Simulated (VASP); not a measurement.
Wanted: the native input for a VASP 6.6.1 run.

```yaml
Task: single point
Functional: PBEsol
Potentials_or_basis: VASP PAW PBE potentials, release 64 (Cu, O)
Cutoff: 520 eV
k_mesh: 12 × 12 × 8
Occupations: gaussian, width 0.1 eV
Spin: no spin polarisation
Dipole_correction: no
Further_INCAR_settings: ALGO = Normal; EDIFF = 1e-06; NBANDS = 25
```

The structure of CuO lies in POSCAR:

```
CuO
1.0
    1.9909680000     -2.1535500000      0.0000000000
    1.9909680000      2.1535500000      0.0000000000
    0.0000000000      0.0000000000      5.1559280000
Cu O
2 2
Direct
    0.0000000000      0.5000000000      0.0000000000
    0.5000000000      0.0000000000      0.5000000000
    0.5000000000      0.5000000000      0.2500000000
    0.5000000000      0.5000000000      0.7500000000
```

The input as run:

INCAR

```
PREC = Accurate ; ENCUT = 520
EDIFF = 1E-6 ; ISMEAR = 0
SIGMA = 0.1 ; LREAL = False
LASPH = True ; NELM = 80
ALGO = Normal ; ISIF = 2
LWAVE = False ; LCHARG = False
GGA = PS ; NBANDS = 25
```

KPOINTS

```
regular mesh
0
Gamma
  12 12 8
```

Potentials or basis: VASP PAW PBE potentials, release 64 (Cu, O).

The run is started by

```bash
$ cat potpaw_PBE.64/Cu/POTCAR potpaw_PBE.64/O/POTCAR > POTCAR
$ mpirun -np 1 vasp_std > vasp.out
```

Results of the run:

The pressure is -5.4 GPa and the band gap on the k mesh is zero (band 17 reaches 5.32 eV, above the bottom of band 18 at 4.22 eV).

Caveat: the PAW data sets were made with another functional, which shifts forces and pressure a little; semilocal functionals often make such compounds metallic where correlation or magnetic order opens a gap, which also shifts bond lengths.

It took 5.3 min on 1 thread of AMD EPYC 7R13, with other jobs on the host, peak memory 0.28 GiB.
